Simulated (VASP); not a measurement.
# GaN (F-43m) in VASP: notebook, part 2 of 2

VASP 6.6.1. The steps go on from the part before.

### Step 3. Single point, LDA

This run uses another cell than the first one, of 11.05 Å³/atom.

Input file INCAR:

```
PREC = Accurate
ENCUT = 1330
EDIFF = 1E-6
ISMEAR = 0
SIGMA = 0.02
LREAL = False
LASPH = True
NELM = 120
ALGO = Normal
ISIF = 2
LWAVE = False
LCHARG = False
NBANDS = 16
GGA_COMPAT = False
```

Input file KPOINTS:

```
Automatic mesh
0
Gamma
  10 10 10
```

Input file POSCAR:

```
GaN
1.0
    0.0000000000      2.2276025120      2.2276025120
    2.2276025120      0.0000000000      2.2276025120
    2.2276025120      2.2276025120      0.0000000000
Ga N
1 1
Direct
    0.0000000000      0.0000000000      0.0000000000
    0.2500000000      0.2500000000      0.2500000000
```

Potentials or basis: VASP PAW LDA potentials, release 64 (Ga_d, N_h).

The run is started by

```bash
> cat potpaw_LDA.64/Ga_d/POTCAR potpaw_LDA.64/N_h/POTCAR > POTCAR
> mpirun -np 1 vasp_std > vasp.out
```

OUTCAR:

```text
PREC = Accurate
   ENCUT = 1330
   EDIFF = 1E-6
   ISMEAR = 0
   LREAL = False
   LASPH = True
   NELM = 120
   ISIF = 2

 ion  position               nearest neighbor table
   1  0.000  0.000  0.000-   2 1.93   2 1.93   2 1.93   2 1.93
   2  0.250  0.250  0.250-   1 1.93   1 1.93   1 1.93   1 1.93

  LATTYP: Found a face centered cubic cell.
 ALAT       =     4.4552050240

  Lattice vectors:

 A1 = (   0.0000000000,   2.2276025120,   2.2276025120)
 A2 = (   2.2276025120,   0.0000000000,   2.2276025120)
 A3 = (   2.2276025120,   2.2276025120,   0.0000000000)

Analysis of symmetry for initial positions (statically):
=====================================================================
 Subroutine PRICEL returns:
 Original cell was already a primitive cell.

 Routine SETGRP: Setting up the symmetry group for a
 face centered cubic supercell.

 Subroutine GETGRP returns: Found 24 space group operations
 (whereof 24 operations were pure point group operations)
 out of a pool of 48 trial point group operations.

The static configuration has the point symmetry T_d .

Analysis of symmetry for dynamics (positions and initial velocities):
=====================================================================
 Subroutine PRICEL returns:
 Original cell was already a primitive cell.

 Routine SETGRP: Setting up the symmetry group for a
 face centered cubic supercell.

 Subroutine GETGRP returns: Found 24 space group operations
 (whereof 24 operations were pure point group operations)
 out of a pool of 48 trial point group operations.

The dynamic configuration has the point symmetry T_d .

 Subroutine INISYM returns: Found 24 space group operations
 (whereof 24 operations are pure point group operations),
 and found     1 'primitive' translations

----------------------------------------------------------------------------------------

                                     Primitive cell

  volume of cell :      22.1077

  direct lattice vectors                    reciprocal lattice vectors
     0.000000000  2.227602512  2.227602512    -0.224456561  0.224456561  0.224456561
     2.227602512  0.000000000  2.227602512     0.224456561 -0.224456561  0.224456561
     2.227602512  2.227602512  0.000000000     0.224456561  0.224456561 -0.224456561

  length of vectors
     3.150305684  3.150305684  3.150305684     0.388770168  0.388770168  0.388770168

  position of ions in fractional coordinates (direct lattice)
     0.000000000  0.000000000  0.000000000
     0.250000000  0.250000000  0.250000000

  ion indices of the primitive-cell ions
   primitive index   ion index
                 1           1
                 2           2

----------------------------------------------------------------------------------------

 KPOINTS: Automatic mesh

Automatic generation of k-mesh.
 Grid dimensions read from file:
 generate k-points for:   10   10   10

 Generating k-lattice:

  Cartesian coordinates                     Fractional coordinates (reciprocal lattice)
    -0.022445656  0.022445656  0.022445656     0.100000000  0.000000000  0.000000000
     0.022445656 -0.022445656  0.022445656     0.000000000  0.100000000  0.000000000
     0.022445656  0.022445656 -0.022445656     0.000000000  0.000000000  0.100000000

  Length of vectors
     0.038877017  0.038877017  0.038877017

  Shift w.r.t. Gamma in fractional coordinates (k-lattice)
     0.000000000  0.000000000  0.000000000

 Subroutine IBZKPT returns following result:
 ===========================================

 Found     47 irreducible k-points:

 Following reciprocal coordinates:
            Coordinates               Weight
  0.000000  0.000000  0.000000      1.000000
  0.100000  0.000000  0.000000      8.000000
  0.200000  0.000000  0.000000      8.000000
  0.300000  0.000000  0.000000      8.000000
  0.400000  0.000000  0.000000      8.000000
  0.500000  0.000000  0.000000      4.000000
[... 16 lines left out ...]
  0.300000  0.300000  0.000000      6.000000
  0.400000  0.300000  0.000000     24.000000
 [... further k-points ...]
   k-points           NKPTS =     47   k-points in BZ     NKDIM =     47   number of bands    NBANDS=     16
   number of dos      NEDOS =    301   number of ions     NIONS =      2
   total plane-waves  NPLWV =  64000
   dimension x,y,z NGX =    40 NGY =   40 NGZ =   40
   dimension x,y,z NGXF=    80 NGYF=   80 NGZF=   80
   ions per type =               1   1
   NGX,Y,Z   is equivalent  to a cutoff of  21.11, 21.11, 21.11 a.u.
   NGXF,Y,Z  is equivalent  to a cutoff of  42.22, 42.22, 42.22 a.u.
 SYSTEM =  unknown system
   PREC   = accura    normal or accurate (medium, high low for compatibility)
   ISTART =      0    job   : 0-new  1-cont  2-samecut
   ICHARG =      2    charge: 1-file 2-atom 10-const
   ISPIN  =      1    spin polarized calculation?
   LNONCOLLINEAR =      F non collinear calculations
   LSORBIT =      F    spin-orbit coupling
   LASPH  =      T    aspherical Exc in radial PAW
   ENCUT  = 1330.0 eV  97.75 Ry    9.89 a.u.   9.37  9.37  9.37*2*pi/ulx,y,z
   NELM   =    120;   NELMIN=  2; NELMDL= -5     # of ELM steps
   EDIFF  = 0.1E-05   stopping-criterion for ELM
   LREAL  =      F    real-space projection
   EDIFFG = 0.1E-04   stopping-criterion for IOM
   NSW    =      0    number of steps for IOM
   IBRION =     -1    ionic relax: 0-MD 1-quasi-New 2-CG
   NFREE  =      0    steps in history (QN), initial steepest desc. (CG)
   ISIF   =      2    stress and relaxation
   ISYM   =      2    0-nonsym 1-usesym 2-fastsym
   POTIM  = 0.5000    time-step for ionic-motion
   TEBEG  =    0.0;   TEEND  =   0.0 temperature during run
   PSTRESS=    0.0 pullay stress
   NELECT =      18.0000    total number of electrons
   NUPDOWN=      -1.0000    fix difference up-down
   EMIN   =  10.00;   EMAX   =-10.00  energy-range for DOS
   EFERMI =   0.00;   METHOD = LEGACY
   ISMEAR =     0;   SIGMA  =   0.02  broadening in eV -4-tet -1-fermi 0-gaus
   EFERMI_NEDOS =   21; number of points for ismear=-14 and -15
   IALGO  =     38    algorithm
   IMIX   =      4    mixing-type and parameters
     AMIX     =   0.40;   BMIX     =  1.00
     AMIX_MAG =   1.60;   BMIX_MAG =  1.00
  volume/ion in A,a.u.               =      11.05        74.59
  Fermi-wavevector in a.u.,A,eV,Ry     =   1.528685  2.888796 31.795148  2.336877
  Thomas-Fermi vector in A             =   2.636410
   LORBIT       =      0    0 simple, 1 ext, 2 COOP (PROOUT), +10 PAW based schemes
   GGA     = CA    functional components
   LHFCALC =     F    Hartree Fock is set to
   AEXX    =    0.0000 exact exchange contribution
   IVDW    =     0    specifies the selected vdW correction
   LEPSILON=     F    determine dielectric tensor
   LRPA    =     F    only Hartree local field effects (RPA)
 non-spin polarized calculation
 Gauss-broadening in eV      SIGMA  =   0.02
  energy-cutoff  :     1330.00
  volume of cell :       22.11
 maximum number of plane-waves:      2454
 NGX is ok and might be reduce to    40
   NGX = 19   NGY = 19   NGZ = 19

 number of electron      18.0000001 magnetization

 Free energy of the ion-electron system (eV)
  ---------------------------------------------------
  ext. energy  EPLUGINS =         0.00000000
  ---------------------------------------------------
  free energy    TOTEN  =       -13.94714376 eV

  energy without entropy =      -13.94714376  energy(sigma->0) =      -13.94714376

 E-fermi :   5.9464     XC(G=0): -12.3197

 val. band max:        5.7396091751   @ k =   0.0000   0.0000   0.0000
 cond. band min:       7.7142910114   @ k =   0.0000   0.0000   0.0000
 fundamental gap:      1.9746818364
 Fermi energy:         5.9463920799

 k-point     1 :       0.0000    0.0000    0.0000
  band No.  band energies     occupation
      1     -10.3680      2.00000
      2      -7.8510      2.00000
      3      -7.8510      2.00000
      4      -7.8510      2.00000
      5      -7.4965      2.00000
      6      -7.4965      2.00000
[... 8 lines left out ...]
     15      24.6848      0.00000
     16      24.6848      0.00000
[... 419 lines left out ...]
 k-point    24 :       0.4000    0.3000    0.0000
  band No.  band energies     occupation
      1      -9.3201      2.00000
      2      -7.7166      2.00000
      3      -7.6038      2.00000
      4      -7.6025      2.00000
      5      -7.4297      2.00000
      6      -6.5047      2.00000
[... 8 lines left out ...]
     15      28.4441      0.00000
     16      28.4784      0.00000

 [... further k-points ...]

------------------------ aborting loop because EDIFF is reached ----------------------------------------

  FORCE on cell =-STRESS in cart. coord.  units (eV):
  Direction    XX          YY          ZZ          XY          YZ          ZX
  --------------------------------------------------------------------------------------
  -------------------------------------------------------------------------------------
  Total        0.1376873      0.1376873      0.1376873      0.0000000     -0.0000000      0.0000000
  in kB        9.9784091      9.9784091      9.9784091      0.0000000     -0.0000000      0.0000000
  external PRESSURE =       9.9784091 kB  Pullay stress =       0.0000000 kB

 VOLUME and BASIS-vectors are now :
 -----------------------------------------------------------------------------
  energy-cutoff  :     1330.00
  volume of cell :       22.11
      direct lattice vectors                 reciprocal lattice vectors
     0.000000000  2.227602512  2.227602512    -0.224456561  0.224456561  0.224456561
     2.227602512  0.000000000  2.227602512     0.224456561 -0.224456561  0.224456561
     2.227602512  2.227602512  0.000000000     0.224456561  0.224456561 -0.224456561

 POSITION                                       TOTAL-FORCE (eV/Angst)
 -----------------------------------------------------------------------------------
      0.00000      0.00000      0.00000        -0.000000     -0.000000     -0.000000
      1.11380      1.11380      1.11380         0.000000      0.000000      0.000000
 -----------------------------------------------------------------------------------
    total drift:                               -0.000000     -0.000000     -0.000000

  FREE ENERGIE OF THE ION-ELECTRON SYSTEM (eV)
  ---------------------------------------------------
  free  energy   TOTEN  =       -13.9471437613 eV

  energy  without entropy=      -13.9471437613  energy(sigma->0) =      -13.94714376
```

OSZICAR:

```text
N       E                     dE             d eps       ncg     rms          rms(c)
DAV:   1     0.139777751923E+03    0.13978E+03   -0.15171E+04  1616   0.353E+03
DAV:   2    -0.111280867921E+01   -0.14089E+03   -0.12957E+03  1720   0.538E+02
DAV:   3    -0.156858984107E+02   -0.14573E+02   -0.14347E+02  1704   0.111E+02
DAV:   4    -0.159973111642E+02   -0.31141E+00   -0.31114E+00  1872   0.167E+01
DAV:   5    -0.160009213849E+02   -0.36102E-02   -0.36102E-02  1848   0.170E+00    0.763E+00
DAV:   6    -0.140022830081E+02    0.19986E+01   -0.48443E+00  2272   0.410E+01    0.207E+00
DAV:   7    -0.139740375612E+02    0.28245E-01   -0.26603E-01  1632   0.601E+00    0.129E+00
DAV:   8    -0.139493766912E+02    0.24661E-01   -0.59836E-02  1896   0.272E+00    0.352E-01
DAV:   9    -0.139471262888E+02    0.22504E-02   -0.83791E-03  2272   0.212E+00    0.704E-02
DAV:  10    -0.139471516776E+02   -0.25389E-04   -0.84035E-04  1968   0.396E-01    0.206E-02
DAV:  11    -0.139471439867E+02    0.76909E-05   -0.65240E-05  2320   0.151E-01    0.557E-03
DAV:  12    -0.139471437613E+02    0.22537E-06   -0.68391E-06  1872   0.443E-02
   1 F= -.13947144E+02 E0= -.13947144E+02  d E =-.127151E-50
```

It took 38 s on 1 thread of Intel Xeon Platinum 8488C (Sapphire Rapids), shared host; peak memory 0.24 GiB.

Results:

```
Free energy            : -13.9471 eV
Pressure               : 1.0 GPa
Band gap on the k mesh : 1.97 eV
```
